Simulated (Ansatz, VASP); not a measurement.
Si7Mo in VASP and in Ansatz

```xyz
8
Lattice="4.4235 0.0000 0.0000 -2.2118 3.8309 0.0000 0.0000 0.0000 7.1462" Properties=species:S:1:pos:R:3 pbc="T T T"
Si    0.0000    2.5539    0.0000
Si    2.2118    1.2770    0.0000
Si    0.0000    2.5539    4.7456
Si    2.2118    1.2770    4.7456
Si    2.2118    1.2770    2.4006
Si    0.0000    2.5539    2.4006
Si    0.0000    0.0000    0.0000
Mo    0.0000    0.0000    3.5731
```

Alike in both runs: functional PBE; k mesh 12 × 12 × 6; occupations gaussian, width 0.1 eV; no spin polarisation.

Ansatz relaxed the structure, and its values are those at the end. VASP's run is a single point on that final structure, the one shown.

|  | VASP | Ansatz |
| --- | --- | --- |
| version | VASP 6.6.1 | Ansatz 0.2.0 |
| potentials or method | VASP PAW PBE potentials, release 64 (Si, Mo_sv), cutoff 520 eV | scalar-relativistic, plane waves, PAW |
| valence electrons in the cell | 42 | 42 |

|  | VASP | Ansatz | Ansatz less VASP |
| --- | --- | --- | --- |
| gap on the k mesh at the Fermi level (eV) | none | none | - |
| pressure (GPa) | 0.0 | 0.0 | +0.03 |

A gap of «none» marks a metal or a gap that the smearing closes. With one functional, cell and mesh, what is left measures potentials, basis and numerics.
